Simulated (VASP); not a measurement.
A run of VASP 6.6.1 is set up as follows.

File INCAR:

```
ALGO = Normal
EDIFF = 1E-7
ENCUT = 520
GGA = VW
ISIF = 2
ISMEAR = -1
LASPH = True
LCHARG = False
LREAL = False
LWAVE = False
NBANDS = 32
NELM = 80
PREC = Accurate
SIGMA = 0.05
```

The input KPOINTS:

```
k-points
0
Gamma
  7 7 7
```

Contents of POSCAR:

```
Bi2Te3
1.0
    2.2075236021      1.2745143459     10.2329909245
   -2.2075236021      1.2745143459     10.2329909245
    0.0000000000     -2.5490286918     10.2329909245
Bi Te
2 3
Direct
    0.6000000000      0.6000000000      0.6000000000
    0.4000000000      0.4000000000      0.4000000000
    0.7905000000      0.7905000000      0.7905000000
    0.2095000000      0.2095000000      0.2095000000
    0.0000000000      0.0000000000      0.0000000000
```

Potentials or basis: VASP PAW PBE potentials, release 64 (Bi_d, Te).

The run is started by

```console
$ cat potpaw_PBE.64/Bi_d/POTCAR potpaw_PBE.64/Te/POTCAR > POTCAR
$ mpirun -np 1 vasp_std > vasp.out
```

(1) Predict the pressure.

(2) What does it give for the band gap on the k mesh?

(3) Estimate the largest force.

Answers

(1) -2.7 GPa.

(2) 0.21 eV.

(3) 0.283 eV/Å.

Caveat: the PAW data sets were made with another functional, which shifts forces and pressure a little; spin-orbit coupling is left out, which moves the levels of the heavy elements; an odd mesh through Γ misses points on the zone boundary, where band edges can lie.
